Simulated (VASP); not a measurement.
# Cs (I4_1/amd) in VASP: a series of runs

Runs on Cs. Level: LDA. Tasks: single point.

Everything below comes from runs of VASP 6.6.1. Logs are shortened: lines on timing, memory, paths and dates and some standing lists are left out, and cuts for length are marked.

**1. The cell of the first run**

It takes space group I4_1/amd (No. 141, tetragonal). The conventional cell has a = 5.108 Å, b = 5.108 Å, c = 19.192 Å, α = 90.00°, β = 90.00°, γ = 90.00°.

**2. Single point, LDA**

INCAR reads:

```
  ALGO = Fast
  EDIFF = 1E-6
  ENCUT = 520
  GGA = CA
  ISIF = 2
  ISMEAR = 0
  LASPH = True
  LCHARG = True
  LELF = True
  LREAL = False
  LVHAR = True
  LWAVE = False
  NBANDS = 16
  NELM = 100
  PREC = Accurate
  SIGMA = 0.05
```

KPOINTS reads:

```
k-points
0
Gamma
  8 8 8
```

POSCAR reads:

```
Cs
1.0
    0.0000000000     -5.1076926052      0.0000000000
    5.1076926052      0.0000000000      0.0000000000
   -2.5538463026      2.5538463026      9.5960667852
Cs
2
Direct
    0.2500000000      0.7500000000      0.5000000000
    0.5000000000      0.5000000000      0.0000000000
```

Potentials or basis: VASP PAW LDA potentials, release 64 (Cs_sv).

On the command line:

```
cat potpaw_LDA.64/Cs_sv/POTCAR > POTCAR
mpirun -np 1 vasp_std > vasp.out
```

OUTCAR:

```text
EDIFF = 1E-6
   ENCUT = 520
   GGA = CA
   ISIF = 2
   ISMEAR = 0
   LASPH = True
   LREAL = False
   NELM = 100
   PREC = Accurate

 ion  position               nearest neighbor table
   1  0.250  0.750  0.500-
   2  0.500  0.500  0.000-

  LATTYP: Found a body centered tetragonal cell.
 ALAT       =     5.1076926052
 C/A-ratio  =     3.7574958115

  Lattice vectors:

 A1 = (  -2.5538463026,  -2.5538463026,  -9.5960667852)
 A2 = (   2.5538463026,   2.5538463026,  -9.5960667852)
 A3 = (   2.5538463026,  -2.5538463026,   9.5960667852)

Analysis of symmetry for initial positions (statically):
=====================================================================
 Subroutine PRICEL returns:
 Original cell was already a primitive cell.

 Routine SETGRP: Setting up the symmetry group for a
 body centered tetragonal supercell.

 Subroutine GETGRP returns: Found 16 space group operations
 (whereof  8 operations were pure point group operations)
 out of a pool of 16 trial point group operations.

The static configuration has the point symmetry D_2d.
 The point group associated with its full space group is D_4h.

Analysis of symmetry for dynamics (positions and initial velocities):
=====================================================================
 Subroutine PRICEL returns:
 Original cell was already a primitive cell.

 Routine SETGRP: Setting up the symmetry group for a
 body centered tetragonal supercell.

 Subroutine GETGRP returns: Found 16 space group operations
 (whereof  8 operations were pure point group operations)
 out of a pool of 16 trial point group operations.

The dynamic configuration has the point symmetry D_2d.
 The point group associated with its full space group is D_4h.

 Subroutine INISYM returns: Found 16 space group operations
 (whereof  8 operations are pure point group operations),
 and found     1 'primitive' translations

----------------------------------------------------------------------------------------

                                     Primitive cell

  volume of cell :     250.3472

  direct lattice vectors                    reciprocal lattice vectors
     0.000000000 -5.107692605  0.000000000     0.000000000 -0.195783121  0.052104681
     5.107692605  0.000000000  0.000000000     0.195783121  0.000000000  0.052104681
    -2.553846303  2.553846303  9.596066785     0.000000000  0.000000000  0.104209362

  length of vectors
     5.107692605  5.107692605 10.253231667     0.202597947  0.202597947  0.104209362

  position of ions in fractional coordinates (direct lattice)
     0.250000000  0.750000000  0.500000000
     0.500000000  0.500000000  0.000000000

  ion indices of the primitive-cell ions
   primitive index   ion index
                 1           1
                 2           2

----------------------------------------------------------------------------------------

 KPOINTS: k-points

Automatic generation of k-mesh.
 Grid dimensions read from file:
 generate k-points for:    8    8    8

 Generating k-lattice:

  Cartesian coordinates                     Fractional coordinates (reciprocal lattice)
     0.000000000 -0.024472890  0.006513085     0.125000000  0.000000000  0.000000000
     0.024472890  0.000000000  0.006513085     0.000000000  0.125000000  0.000000000
     0.000000000  0.000000000  0.013026170     0.000000000  0.000000000  0.125000000

  Length of vectors
     0.025324743  0.025324743  0.013026170

  Shift w.r.t. Gamma in fractional coordinates (k-lattice)
     0.000000000  0.000000000  0.000000000

 Subroutine IBZKPT returns following result:
 ===========================================

 Found     59 irreducible k-points:

 Following reciprocal coordinates:
            Coordinates               Weight
  0.000000  0.000000  0.000000      1.000000
  0.125000  0.000000 -0.000000      8.000000
  0.250000  0.000000 -0.000000      8.000000
  0.375000  0.000000  0.000000      8.000000
  0.500000  0.000000 -0.000000      4.000000
  0.125000  0.125000 -0.000000      8.000000
[... 16 lines left out ...]
  0.125000  0.000000  0.125000      8.000000
  0.250000  0.000000  0.125000      8.000000
 [... further k-points ...]
   k-points           NKPTS =     59   k-points in BZ     NKDIM =     59   number of bands    NBANDS=     16
   number of dos      NEDOS =    301   number of ions     NIONS =      2
   total plane-waves  NPLWV = 128000
   dimension x,y,z NGX =    40 NGY =   40 NGZ =   80
   dimension x,y,z NGXF=    80 NGYF=   80 NGZF=  160
   ions per type =               2
   NGX,Y,Z   is equivalent  to a cutoff of  13.02, 13.02, 12.97 a.u.
   NGXF,Y,Z  is equivalent  to a cutoff of  26.04, 26.04, 25.94 a.u.
 SYSTEM =  unknown system
   PREC   = accura    normal or accurate (medium, high low for compatibility)
   ISTART =      0    job   : 0-new  1-cont  2-samecut
   ICHARG =      2    charge: 1-file 2-atom 10-const
   ISPIN  =      1    spin polarized calculation?
   LNONCOLLINEAR =      F non collinear calculations
   LSORBIT =      F    spin-orbit coupling
   LASPH  =      T    aspherical Exc in radial PAW
   ENCUT  =  520.0 eV  38.22 Ry    6.18 a.u.   9.50  9.50 19.06*2*pi/ulx,y,z
   NELM   =    100;   NELMIN=  2; NELMDL= -5     # of ELM steps
   EDIFF  = 0.1E-05   stopping-criterion for ELM
   LREAL  =      F    real-space projection
[... 7 lines left out ...]
   TEBEG  =    0.0;   TEEND  =   0.0 temperature during run
   PSTRESS=    0.0 pullay stress
   NELECT =      18.0000    total number of electrons
   NUPDOWN=      -1.0000    fix difference up-down
   EMIN   =  10.00;   EMAX   =-10.00  energy-range for DOS
   EFERMI =   0.00;   METHOD = LEGACY
   ISMEAR =     0;   SIGMA  =   0.05  broadening in eV -4-tet -1-fermi 0-gaus
   EFERMI_NEDOS =   21; number of points for ismear=-14 and -15
   IALGO  =     68    algorithm
   IMIX   =      4    mixing-type and parameters
     AMIX     =   0.40;   BMIX     =  1.00
     AMIX_MAG =   1.60;   BMIX_MAG =  1.00
  volume/ion in A,a.u.               =     125.17       844.71
  Fermi-wavevector in a.u.,A,eV,Ry     =   0.680745  1.286422  6.305135  0.463414
  Thomas-Fermi vector in A             =   1.759326
   LORBIT       =      0    0 simple, 1 ext, 2 COOP (PROOUT), +10 PAW based schemes
   GGA     = CA    functional components
   LHFCALC =     F    Hartree Fock is set to
   AEXX    =    0.0000 exact exchange contribution
   IVDW    =     0    specifies the selected vdW correction
   LEPSILON=     F    determine dielectric tensor
   LRPA    =     F    only Hartree local field effects (RPA)
 non-spin polarized calculation
 RMM-DIIS sequential band-by-band and
 Gauss-broadening in eV      SIGMA  =   0.05
  energy-cutoff  :      520.00
  volume of cell :      250.35
 maximum number of plane-waves:      6816
 NGX is ok and might be reduce to    40
   NGX = 19   NGY = 19   NGZ = 39

 number of electron      17.9999999 magnetization

 Free energy of the ion-electron system (eV)
  ---------------------------------------------------
  ext. energy  EPLUGINS =         0.00000000
  ---------------------------------------------------
  free energy    TOTEN  =        -1.81586755 eV

  energy without entropy =       -1.81270275  energy(sigma->0) =       -1.81428515

 E-fermi :   0.0854     XC(G=0):  -5.3152

 val. band max:        0.0853569805   @ k =   0.2500   0.2500   0.1250
 cond. band min:       0.0950443860   @ k =   0.5000   0.1250   0.0000
 fundamental gap:      0.0096874055
 Fermi energy:         0.0854374328

 k-point     1 :       0.0000    0.0000    0.0000
  band No.  band energies     occupation
      1     -23.8387      2.00000
      2     -23.8344      2.00000
      3     -10.6953      2.00000
      4     -10.5791      2.00000
      5     -10.5742      2.00000
      6     -10.5742      2.00000
[... 8 lines left out ...]
     15       3.2263      0.00000
     16       3.2457      0.00000

 k-point     2 :       0.1250    0.0000   -0.0000
  band No.  band energies     occupation
      1     -23.8378      2.00000
      2     -23.8338      2.00000
      3     -10.6901      2.00000
      4     -10.5971      2.00000
      5     -10.5897      2.00000
      6     -10.5782      2.00000
[... 8 lines left out ...]
     15       2.8297      0.00000
     16       3.2966      0.00000

 k-point     3 :       0.2500    0.0000   -0.0000
  band No.  band energies     occupation
      1     -23.8357      2.00000
      2     -23.8323      2.00000
      3     -10.6789      2.00000
      4     -10.6467      2.00000
      5     -10.6357      2.00000
      6     -10.5823      2.00000
[... 8 lines left out ...]
     15       2.4798      0.00000
     16       3.1353      0.00000

 k-point     4 :       0.3750    0.0000    0.0000
  band No.  band energies     occupation
      1     -23.8334      2.00000
      2     -23.8309      2.00000
      3     -10.6974      2.00000
      4     -10.6929      2.00000
      5     -10.6513      2.00000
      6     -10.5885      2.00000
[... 8 lines left out ...]
     15       2.5328      0.00000
     16       3.0096      0.00000

 k-point     5 :       0.5000    0.0000   -0.0000
  band No.  band energies     occupation
      1     -23.8325      2.00000
      2     -23.8303      2.00000
      3     -10.7171      2.00000
      4     -10.7106      2.00000
      5     -10.6452      2.00000
      6     -10.5923      2.00000
[... 8 lines left out ...]
     15       2.5677      0.00000
     16       2.8997      0.00000

 k-point     6 :       0.1250    0.1250   -0.0000
  band No.  band energies     occupation
      1     -23.8369      2.00000
      2     -23.8332      2.00000
      3     -10.6832      2.00000
      4     -10.5991      2.00000
      5     -10.5944      2.00000
      6     -10.5878      2.00000
[... 8 lines left out ...]
     15       2.6870      0.00000
     16       2.8044      0.00000
[... 267 lines left out ...]
 k-point    21 :       0.5000    0.5000   -0.0000
  band No.  band energies     occupation
      1     -23.8263      2.00000
      2     -23.8263      2.00000
      3     -10.6991      2.00000
      4     -10.6991      2.00000
      5     -10.6931      2.00000
      6     -10.6931      2.00000
[... 8 lines left out ...]
     15       2.4162      0.00000
     16       2.4201      0.00000

 k-point    22 :       0.0000    0.0000    0.1250
  band No.  band energies     occupation
      1     -23.8386      2.00000
      2     -23.8345      2.00000
      3     -10.6910      2.00000
      4     -10.5836      2.00000
      5     -10.5756      2.00000
      6     -10.5756      2.00000
[... 8 lines left out ...]
     15       3.0847      0.00000
     16       3.0865      0.00000

 k-point    23 :       0.1250    0.0000    0.1250
  band No.  band energies     occupation
      1     -23.8375      2.00000
      2     -23.8341      2.00000
      3     -10.6821      2.00000
      4     -10.6008      2.00000
      5     -10.5873      2.00000
      6     -10.5852      2.00000
[... 8 lines left out ...]
     15       2.7460      0.00000
     16       3.0419      0.00000

 k-point    24 :       0.2500    0.0000    0.1250
  band No.  band energies     occupation
      1     -23.8353      2.00000
      2     -23.8327      2.00000
      3     -10.6700      2.00000
      4     -10.6500      2.00000
      5     -10.6319      2.00000
      6     -10.5921      2.00000
[... 8 lines left out ...]
     15       2.4384      0.00000
     16       3.0791      0.00000

 [... further k-points ...]
[... 5 lines left out ...]
  --------------------------------------------------------------------------------------
  -------------------------------------------------------------------------------------
  Total       -0.4451379     -0.4451379     -0.6259138      0.0000000      0.0000000      0.0000000
  in kB       -2.8488025     -2.8488025     -4.0057363      0.0000000      0.0000000      0.0000000
  external PRESSURE =      -3.2344471 kB  Pullay stress =       0.0000000 kB

 VOLUME and BASIS-vectors are now :
 -----------------------------------------------------------------------------
  energy-cutoff  :      520.00
  volume of cell :      250.35
      direct lattice vectors                 reciprocal lattice vectors
     0.000000000 -5.107692605  0.000000000     0.000000000 -0.195783121  0.052104681
     5.107692605  0.000000000  0.000000000     0.195783121  0.000000000  0.052104681
    -2.553846303  2.553846303  9.596066785     0.000000000  0.000000000  0.104209362

 POSITION                                       TOTAL-FORCE (eV/Angst)
 -----------------------------------------------------------------------------------
      2.55385      0.00000      4.79803        -0.000000     -0.000000      0.000000
      2.55385     -2.55385      0.00000         0.000000      0.000000      0.000000
 -----------------------------------------------------------------------------------
    total drift:                               -0.000000     -0.000000     -0.000000

  FREE ENERGIE OF THE ION-ELECTRON SYSTEM (eV)
  ---------------------------------------------------
  free  energy   TOTEN  =        -1.8158675508 eV

  energy  without entropy=       -1.8127027475  energy(sigma->0) =       -1.81428515
```

Wall time 2.2 min (1 thread of Intel Xeon Platinum 8559C (Emerald Rapids), shared host); peak memory 0.37 GiB.

Results:

```yaml
Free_energy: -1.8159 eV
Pressure: -0.3 GPa
Band_gap_on_the_k_mesh: zero (bands 9 and 10 overlap by 1.68 eV)
```

Caveat: spin-orbit coupling is left out, which moves the levels of the heavy elements.

**3. Single point, LDA**

This run uses another cell than the first one, of 132.68 Å³/atom.

INCAR reads:

```
PREC = Accurate
ENCUT = 520
EDIFF = 1E-6
ISMEAR = 0
SIGMA = 0.05
LREAL = False
LASPH = True
NELM = 60
ALGO = Fast
ISIF = 2
LWAVE = False
LCHARG = True
GGA = CA
LELF = True
LVHAR = True
NBANDS = 16
```

KPOINTS reads:

```
Automatic mesh
0
Gamma
  8 8 8
```

POSCAR reads:

```
Cs
1.0
    0.0000000000     -5.2078688733      0.0000000000
    5.2078688733      0.0000000000      0.0000000000
   -2.6039344366      2.6039344366      9.7842727390
Cs
2
Direct
    0.2500000000      0.7500000000      0.5000000000
    0.5000000000      0.5000000000      0.0000000000
```

Potentials or basis: VASP PAW LDA potentials, release 64 (Cs_sv).

On the command line:

```
cat potpaw_LDA.64/Cs_sv/POTCAR > POTCAR
mpirun -np 1 vasp_std > vasp.out
```

OUTCAR:

```text
PREC = Accurate
   ENCUT = 520
   EDIFF = 1E-6
   ISMEAR = 0
   LREAL = False
   LASPH = True
   NELM = 60
   ISIF = 2
   GGA = CA

 ion  position               nearest neighbor table
   1  0.250  0.750  0.500-
   2  0.500  0.500  0.000-

  LATTYP: Found a body centered tetragonal cell.
 ALAT       =     5.2078688733
 C/A-ratio  =     3.7574958114

  Lattice vectors:

 A1 = (  -2.6039344367,  -2.6039344366,  -9.7842727390)
 A2 = (   2.6039344366,   2.6039344367,  -9.7842727390)
[... 627 lines left out ...]
      3     -10.8189      2.00000
      4     -10.8034      2.00000
      5     -10.7887      2.00000
      6     -10.7553      2.00000
[... 8 lines left out ...]
     15       2.2587      0.00000
     16       2.8835      0.00000

 [... further k-points ...]
[... 5 lines left out ...]
  --------------------------------------------------------------------------------------
  -------------------------------------------------------------------------------------
  Total       -0.5556994     -0.5556994     -0.7387804      0.0000000      0.0000000     -0.0000000
  in kB       -3.3550724     -3.3550724     -4.4604361      0.0000000      0.0000000     -0.0000000
  external PRESSURE =      -3.7235270 kB  Pullay stress =       0.0000000 kB

 VOLUME and BASIS-vectors are now :
 -----------------------------------------------------------------------------
  energy-cutoff  :      520.00
  volume of cell :      265.37
      direct lattice vectors                 reciprocal lattice vectors
     0.000000000 -5.207868873  0.000000000     0.000000000 -0.192017123  0.051102418
     5.207868873  0.000000000  0.000000000     0.192017123  0.000000000  0.051102418
    -2.603934437  2.603934437  9.784272739     0.000000000  0.000000000  0.102204837

 POSITION                                       TOTAL-FORCE (eV/Angst)
 -----------------------------------------------------------------------------------
      2.60393     -0.00000      4.89214         0.000000     -0.000000      0.000000
      2.60393     -2.60393      0.00000        -0.000000      0.000000      0.000000
 -----------------------------------------------------------------------------------
    total drift:                               -0.000000     -0.000000     -0.000000

  FREE ENERGIE OF THE ION-ELECTRON SYSTEM (eV)
  ---------------------------------------------------
  free  energy   TOTEN  =        -1.7837220324 eV

  energy  without entropy=       -1.7804383701  energy(sigma->0) =       -1.78208020
```

OSZICAR:

```text
N       E                     dE             d eps       ncg     rms          rms(c)
DAV:   1     0.137440970839E+03    0.13744E+03   -0.58487E+03  1888   0.799E+02
DAV:   2     0.166298287053E+02   -0.12081E+03   -0.11573E+03  3032   0.151E+02
DAV:   3    -0.134106818490E+01   -0.17971E+02   -0.17913E+02  2280   0.619E+01
DAV:   4    -0.178077253355E+01   -0.43970E+00   -0.43964E+00  2648   0.112E+01
DAV:   5    -0.178451474130E+01   -0.37422E-02   -0.37420E-02  2536   0.107E+00    0.174E-01
RMM:   6    -0.178360010032E+01    0.91464E-03   -0.24908E-03  2138   0.225E-01    0.118E-01
RMM:   7    -0.178364062012E+01   -0.40520E-04   -0.61094E-03  2231   0.306E-01    0.512E-02
RMM:   8    -0.178370702539E+01   -0.66405E-04   -0.36453E-04  2716   0.944E-02    0.632E-03
RMM:   9    -0.178371824827E+01   -0.11223E-04   -0.70134E-05  2794   0.353E-02    0.448E-03
RMM:  10    -0.178372154408E+01   -0.32958E-05   -0.10680E-05  2561   0.139E-02    0.106E-03
RMM:  11    -0.178372203240E+01   -0.48831E-06   -0.31124E-06  2311   0.638E-03
   1 F= -.17837220E+01 E0= -.17820802E+01  d E =-.328366E-02
```

Run time: 2 min. Hardware: 1 thread of Intel Xeon Platinum 8559C (Emerald Rapids), shared host; peak memory 0.37 GiB.

Results:

```yaml
Free_energy: -1.7837 eV
Pressure: -0.4 GPa
Band_gap_on_the_k_mesh: zero (bands 9 and 10 overlap by 1.69 eV)
```

Stress tensor (GPa, compression positive):
```
-0.34  0.00  0.00
 0.00 -0.34  0.00
 0.00  0.00 -0.45
```

Levels at points of the mesh, in eV from the Fermi level:
| k point | band 6 | band 7 | band 8 | band 9 | band 10 | band 11 | band 12 | band 13 |
| --- | --- | --- | --- | --- | --- | --- | --- | --- |
| (0.00, 0.00, 0.00) | -10.69 | -10.69 | -10.69 | -1.52 | -0.13 | 0.61 | 1.53 | 1.53 |
| (0.50, 0.00, 0.00) | -10.71 | -10.69 | -10.68 | -0.12 | 0.37 | 0.52 | 1.05 | 1.26 |
| (0.50, 0.50, 0.00) | -10.79 | -10.72 | -10.72 | 0.66 | 0.66 | 1.21 | 1.21 | 1.69 |
| (0.00, 0.00, 0.50) | -10.70 | -10.68 | -10.68 | -1.02 | -1.02 | 1.24 | 1.24 | 1.73 |

Caveat: spin-orbit coupling is left out, which moves the levels of the heavy elements.

The gap in the log of VASP goes by the Fermi energy; the results here count the filled bands.